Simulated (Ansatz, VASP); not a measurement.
## YAl3N4: VASP beside Ansatz

```
CELL_PARAMETERS angstrom
4.81668 0.00000 0.00000
0.00000 4.81668 0.00000
0.00000 0.00000 4.81668
ATOMIC_POSITIONS crystal
Y 0.50000 0.50000 0.50000
Al 0.50000 0.00000 0.00000
Al 0.00000 0.00000 0.50000
Al 0.00000 0.50000 0.00000
N 0.75000 0.25000 0.75000
N 0.75000 0.75000 0.25000
N 0.25000 0.25000 0.25000
N 0.25000 0.75000 0.75000
```

Alike in both runs: task single point; functional PBE; k mesh 4 × 4 × 4; occupations gaussian, width 0.1 eV; no spin polarisation.

```csv
,VASP,Ansatz
version,VASP 6.6.1,Ansatz 0.2.0
potentials or method,"VASP PAW PBE potentials, release 64 (Y_sv, Al, N), cutoff 520 eV","scalar-relativistic, plane waves, PAW"
valence electrons in the cell,40,40
```

|  | VASP | Ansatz | Ansatz less VASP |
| --- | --- | --- | --- |
| gap on the k mesh at the Fermi level (eV) | 1.97 | 1.97 | +0.006 |
| least direct gap on the mesh (eV) | 2.64 | 2.65 | +0.005 |
| pressure (GPa) | -9.3 | -9.1 | +0.18 |
